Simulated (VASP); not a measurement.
Ir, 2 atoms in the cell. It takes space group P6_3/mmc (No. 194, hexagonal). The conventional cell has a = 2.592 Å, b = 2.592 Å, c = 4.203 Å, α = 90.00°, β = 90.00°, γ = 120.00°. Within 3.4 Å of Ir (site symmetry -6m2) lie 12 Ir at 2.58 to 2.59 Å. This isn't the form of Ir at room conditions, which is fcc.

| Property | Result |
| --- | --- |
| Program | VASP 6.6.1 |
| Task | single point |
| Functional | LDA |
| Potentials or basis | VASP PAW LDA potentials, release 64 (Ir) |
| Cutoff | 520 eV |
| k mesh | 21 × 21 × 12 |
| Occupations | gaussian, width 0.15 eV |
| Spin | collinear spin |
| Starting moments | [0.3, 0.3] μB |
| Fixed moment | 0.6 μB |
| Dipole correction | no |
| Further INCAR settings | ALGO = Fast; EDIFF = 1e-06; NBANDS = 20 |

Potentials or basis: VASP PAW LDA potentials, release 64 (Ir).

Launch:

```bash
$ cat potpaw_LDA.64/Ir/POTCAR > POTCAR
$ mpirun -np 1 vasp_std > vasp.out
```

Hardware: 1 thread of AMD EPYC 9R45 96-Core Processor (Zen 5), with other jobs on the host.

Estimate the wall time of this run.

Run time: 110 s on 1 thread of AMD EPYC 9R45 96-Core Processor (Zen 5), on a shared host, peak memory 0.28 GiB. Counts: scf iterations 14, k points 336.
